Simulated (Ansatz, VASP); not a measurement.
# GaP in VASP and in Ansatz

The input POSCAR:

```
GaP
1.0
    0.0000000000      2.7253992957      2.7253992957
    2.7253992957      0.0000000000      2.7253992957
    2.7253992957      2.7253992957      0.0000000000
Ga P
1 1
Direct
    0.0000000000      0.0000000000      0.0000000000
    0.2500000000      0.2500000000      0.2500000000
```

INCAR.step1

```
ALGO = Normal ; EDIFF = 1E-5
ENCUT = 550 ; GGA = PE
GGA_COMPAT = False ; ISMEAR = -5
LASPH = True ; LCHARG = False
LREAL = False ; LWAVE = True
NBANDS = 16 ; NELM = 120
PREC = Accurate ; SIGMA = 0.1
```

INCAR.step2

```
ALGO = Normal ; EDIFF = 1E-6
ENCUT = 550 ; GGA_COMPAT = False
ISIF = 2 ; ISMEAR = -5
ISTART = 1 ; LASPH = True
LCHARG = False ; LMIXTAU = True
LREAL = False ; LWAVE = False
METAGGA = R2SCAN ; NBANDS = 16
NELM = 120 ; PREC = Accurate
SIGMA = 0.1
```

The input KPOINTS:

```
k-points
0
Gamma
  6 6 6
```

Input for Ansatz:

```yaml
crystal:
  lattice:
    - [0.0, 2.7253992957, 2.7253992957]
    - [2.7253992957, 0.0, 2.7253992957]
    - [2.7253992957, 2.7253992957, 0.0]
  atoms:
    - { symbol: Ga, position: [0.0, 0.0, 0.0] }
    - { symbol: P, position: [0.25, 0.25, 0.25] }
kpoints:
  mp_grid: { grid: [6, 6, 6] }
hamiltonian:
  xc: r2scan
scf:
  occupations: { method: tetrahedron }
  n_extra_bands: 4
output:
  forces: true
  stress: true
  eigenvalues: true
```

Alike in both runs: task single point; functional r2SCAN; k mesh 6 × 6 × 6; occupations tetrahedron; no spin polarisation.

|  | VASP | Ansatz |
| --- | --- | --- |
| version | VASP 6.6.1 | Ansatz 0.2.0 |
| potentials or method | VASP PAW PBE potentials, release 64 (Ga_d, P) | plane waves |
| plane-wave cutoff (eV) | 550 | 500 |
| valence electrons in the cell | 18 | 18 |

|  | VASP | Ansatz | Ansatz less VASP |
| --- | --- | --- | --- |
| gap on the k mesh at the Fermi level (eV) | 1.91 | 1.90 | -0.005 |
| pressure (GPa) | 0.0 | 0.1 | +0.06 |

VASP's potentials were made for PBE, not for r2SCAN. Ansatz's warnings: band table not solved further, tetrahedron derivatives may miss energy slope.
